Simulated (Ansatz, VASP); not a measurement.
Two plane-wave programs on Ca

```
Ca
1.0
     3.80253    0.00000    0.00000
    -1.90126    3.29309    0.00000
     0.00000    0.00000   12.48465
Ca
4
Direct
  0.00000 0.00000 0.00000
  0.00000 0.00000 0.50000
  0.33333 0.66667 0.25000
  0.66667 0.33333 0.75000
```

Alike in both runs: task single point; functional PBEsol; k mesh 11 × 11 × 3; occupations fermi-dirac, width 0.1 eV; no spin polarisation.

```csv
,VASP,Ansatz
version,VASP 6.6.1,Ansatz 0.2.0
potentials or method,"VASP PAW PBE potentials, release 64 (Ca_sv), cutoff 520 eV","plane waves (420 eV) with PAW, scalar-relativistic"
valence electrons in the cell,40,40
```

```csv
,VASP,Ansatz,Ansatz less VASP
pressure (GPa),0.8,0.8,-0.01
```

VASP's potentials were made for PBE, not for PBEsol, and Ansatz warns of the same on its side.
